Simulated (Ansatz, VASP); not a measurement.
**Pd in VASP and in Ansatz**

File INCAR:

```
SYSTEM = Pd
ALGO = Normal
EDIFF = 1E-7
ENCUT = 520
GGA = PS
ISIF = 2
ISMEAR = -1
LASPH = .TRUE.
LCHARG = .FALSE.
LREAL = .FALSE.
LWAVE = .FALSE.
NBANDS = 17
NELM = 80
PREC = Accurate
SIGMA = 0.05
```

The input KPOINTS:

```
k-points
0
G
  11 11 6
  0 0 0
```

Contents of POSCAR:

```
Pd
1.0
    2.8021004509      0.0000000000      0.0000000000
   -1.4010502255      2.4266901745      0.0000000000
    0.0000000000      0.0000000000      4.6595488139
Pd
2
Direct
    0.3333333333      0.6666666667      0.2500000000
    0.6666666667      0.3333333333      0.7500000000
```

The input input.yaml:

```yaml
crystal:
  lattice:
    - [2.8021004509, 0.0, 0.0]
    - [-1.4010502255, 2.4266901745, 0.0]
    - [0.0, 0.0, 4.6595488139]
  atoms:
    - { symbol: Pd, position: [0.3333333333, 0.6666666667, 0.25] }
    - { symbol: Pd, position: [0.6666666667, 0.3333333333, 0.75] }
kpoints:
  mp_grid: { grid: [11, 11, 6] }
scf:
  occupations: { method: fermi_dirac, width: 0.05 }
hamiltonian:
  xc: pbesol
  pseudopotentials: { kind: all_electron, lapw: { basis_error: 0.0005 } }
output:
  forces: true
  stress: true
  eigenvalues: true
```

Change from the starting cell: volume scaled by 1.02.

Alike in both runs: task single point; functional PBEsol; k mesh 11 × 11 × 6; occupations fermi-dirac, width 0.05 eV; no spin polarisation.

|  | VASP | Ansatz |
| --- | --- | --- |
| version | VASP 6.6.1 | Ansatz 0.2.0 |
| potentials or method | VASP PAW PBE potentials, release 64 (Pd), cutoff 520 eV | all-electron LAPW, scalar-relativistic |

Ansatz gave:

* gap on the k mesh at the Fermi level (eV): none
* pressure (GPa): -13.0
* traceless stress, the component that is largest in VASP (GPa): 0.37

Question: Which values does VASP return?

Answer: gap on the k mesh at the Fermi level (eV): none; pressure (GPa): -13.2; traceless stress, the component that is largest in VASP (GPa): 0.29.

VASP's potentials were made for PBE, not for PBEsol. A gap of «none» marks a metal or a gap that the smearing closes. Ansatz ran all-electron here, and VASP with PAW potentials.
